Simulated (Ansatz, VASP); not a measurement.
## BAs in VASP and in Ansatz

```
CELL_PARAMETERS angstrom
0.00000 2.38386 2.38386
2.38386 0.00000 2.38386
2.38386 2.38386 0.00000
ATOMIC_POSITIONS crystal
B 0.00000 0.00000 0.00000
As 0.25000 0.25000 0.25000
```

Alike in both runs: task single point; functional PBEsol; k mesh 10 × 10 × 10; occupations gaussian, width 0.02 eV; no spin polarisation.

```csv
,VASP,Ansatz
version,VASP 6.6.1,Ansatz 0.2.0
potentials or method,"VASP PAW PBE potentials, release 64 (B, As), cutoff 500 eV","scalar-relativistic, plane waves, PAW"
valence electrons in the cell,8,18
```

Ansatz gave:

| Quantity | Value |
| --- | --- |
| gap on the k mesh at the Fermi level (eV) | 1.08 |
| least direct gap on the mesh (eV) | 3.25 |
| pressure (GPa) | 0.0 |

Task: What did VASP give for the same quantities?

Result: gap on the k mesh at the Fermi level (eV): 1.07; least direct gap on the mesh (eV): 3.25; pressure (GPa): 0.9.

VASP's potentials were made for PBE, not for PBEsol, and Ansatz warns of the same on its side. VASP's potentials hold 8 valence electrons a cell and Ansatz's 18, so a difference there can come from the potentials and not from the codes.
